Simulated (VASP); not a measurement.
Input of a VASP 6.6.1 run:

File INCAR:

```
PREC = Accurate
ENCUT = 600
EDIFF = 1E-6
ISMEAR = 0
SIGMA = 0.1
LREAL = F
LASPH = T
NELM = 100
ALGO = Normal
ISIF = 3
LWAVE = F
LCHARG = F
GGA = PE
IBRION = 2
NSW = 100
EDIFFG = -0.01
```

KPOINTS

```
Automatic mesh
0
Gamma
  12 12 4
```

Contents of POSCAR:

```
TiMoSe4
1.0
    3.4476947249      0.0000000000      0.0000000000
   -1.7238473625      2.9857912163      0.0000000000
    0.0000000000      0.0000000000     13.7206725623
Ti Mo Se
1 1 4
Direct
    0.0000000000      0.0000000000      0.0000000000
    0.0000000000      0.0000000000      0.5000000000
    0.6666666667      0.3333333333      0.8837135155
    0.3333333333      0.6666666667      0.1162864845
    0.6666666667      0.3333333333      0.3810228294
    0.3333333333      0.6666666667      0.6189771706
```

Potentials or basis: VASP PAW PBE potentials, release 64 (Ti_sv, Mo_sv, Se).

Command:

```sh
$ cat potpaw_PBE.64/Ti_sv/POTCAR potpaw_PBE.64/Mo_sv/POTCAR potpaw_PBE.64/Se/POTCAR > POTCAR
$ mpirun -np 1 vasp_std > vasp.out
```

(1) Predict the relaxed volume.

(2) Predict the band gap on the k mesh.

## Answers

(1) 23.31 Å³/atom.

(2) zero (bands 25 and 26 overlap by 0.56 eV).

Caveat: this functional lacks dispersion, which binds layers or chains, so the pressure and a relaxed spacing across them are unreliable.
